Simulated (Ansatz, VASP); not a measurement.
Na: VASP beside Ansatz

The input INCAR:

```
SYSTEM = Na
PREC = Accurate
ENCUT = 520
EDIFF = 1E-6
ISMEAR = 0
SIGMA = 0.15
LREAL = .False.
LASPH = .True.
NELM = 60
ALGO = Fast
ISIF = 2
LWAVE = .False.
LCHARG = .False.
NBANDS = 14
```

The input KPOINTS:

```
regular mesh
0
Gamma
  12 12 10
  0 0 0
```

The input POSCAR:

```
Na
1.0
    0.0000000000     -3.7110212072      0.0000000000
   -3.7110212072      0.0000000000      0.0000000000
    0.0000000000      0.0000000000     -5.2112677876
Na
2
Direct
    0.5000000000      0.6091835582      0.5000000000
    0.0000000000     -0.1091835582      0.0000000000
```

Input for Ansatz:

```yaml
crystal:
  lattice:
    - [0.0, -3.7110212072, 0.0]
    - [-3.7110212072, 0.0, 0.0]
    - [0.0, 0.0, -5.2112677876]
  atoms:
    - { symbol: Na, position: [0.5, 0.6091835582, 0.5] }
    - { symbol: Na, position: [0.0, -0.1091835582, 0.0] }
basis:
  ecutwfc: 520.0
kpoints:
  mp_grid: { grid: [12, 12, 10] }
hamiltonian:
  xc: lda
  pseudopotentials: { kind: paw }
scf:
  occupations: { method: gaussian, width: 0.15 }
output:
  forces: true
  stress: true
  eigenvalues: true
```

Change from the starting cell: mode 4 frozen in at -0.395 Å, equal normal strain along x, y and z +0.0250.

Alike in both runs: task single point; functional LDA; k mesh 12 × 12 × 10; occupations gaussian, width 0.15 eV; no spin polarisation.

|  | VASP | Ansatz |
| --- | --- | --- |
| version | VASP 6.6.1 | Ansatz 0.2.0 |
| potentials or method | VASP PAW LDA potentials, release 64 (Na_pv), cutoff 520 eV | scalar-relativistic, plane waves, PAW |
| valence electrons in the cell | 14 | 18 |

|  | VASP | Ansatz | Ansatz less VASP |
| --- | --- | --- | --- |
| gap on the k mesh at the Fermi level (eV) | none | none | - |
| pressure (GPa) | -0.3 | -0.2 | +0.03 |
| traceless stress, the component that is largest in VASP (GPa) | -0.85 | -0.85 | +0.001 |
| rms of the force components (eV/Å) | 0.125 | 0.124 | -0.0007 |

LDA's correlation is that of Perdew and Zunger in VASP and of Perdew and Wang (1992) in Ansatz. Atom by atom the forces differ by 0.001 eV/Å (rms over components). A gap of «none» marks a metal or a gap that the smearing closes. VASP's potentials hold 14 valence electrons a cell and Ansatz's 18, so a difference there can come from the potentials and not from the codes.
